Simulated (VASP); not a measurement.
# PbS: single point with r2SCAN

The system is PbS.

```
CELL_PARAMETERS angstrom
2.09587 -6.12853 0.00000
2.09587 6.12853 0.00000
0.00000 0.00000 4.28190
ATOMIC_POSITIONS crystal
Pb 0.86707 0.13293 0.75000
Pb 0.13293 0.86707 0.25000
S 0.64843 0.35157 0.75000
S 0.35157 0.64843 0.25000
```

```
Program                : VASP 6.6.1
Task                   : single point
Functional             : r2SCAN
Potentials or basis    : VASP PAW PBE potentials, release 64 (Pb_d, S)
Cutoff                 : 520 eV
k mesh                 : 8 × 8 × 6
Occupations            : gaussian, width 0.02 eV
Spin                   : no spin polarisation
Dipole correction      : no
Further INCAR settings : ALGO = Normal; EDIFF = 1e-06; NBANDS = 28
```

```json
{
 "Pressure": "-0.7 GPa",
 "Largest force": "0.013 eV/Å",
 "Band gap on the k mesh": "1.48 eV (least direct gap 1.83 eV)"
}
```

Forces in eV/Å, atoms in the order of the input:
```
Pb   0.000 -0.006  0.000
Pb   0.000  0.006  0.000
S    0.000  0.013  0.000
S    0.000 -0.013  0.000
```

Levels at points of the mesh, in eV from the valence-band top:
```tsv
k point	band 17	band 18	band 19	band 20	band 21	band 22	band 23	band 24
(0.00, 0.00, 0.00)	-2.41	-1.56	-1.42	-0.38	5.17	5.19	5.29	5.96
(0.50, 0.00, 0.00)	-1.28	-1.14	-0.29	-0.25	2.21	2.32	2.74	3.39
(0.50, 0.50, 0.00)	-2.09	-1.72	-1.30	-0.35	1.48	4.94	5.32	5.58
(0.00, 0.00, 0.50)	-1.10	-1.10	-0.08	-0.08	2.26	2.26	3.20	3.20
(0.50, 0.00, 0.50)	-2.97	-2.97	-1.44	-1.44	3.88	3.88	5.63	5.63
(0.50, 0.50, 0.50)	-1.18	-1.18	-0.34	-0.34	2.12	2.12	3.55	3.55
```

Run time: 35 min on 1 thread of Oxide Virtual Turin-like Processor, on a shared host, peak memory 0.38 GiB.

Caveat: the PAW data sets were made with another functional, which shifts forces and pressure a little; spin-orbit coupling is left out, which moves the levels of the heavy elements. A k mesh can miss the band edges.
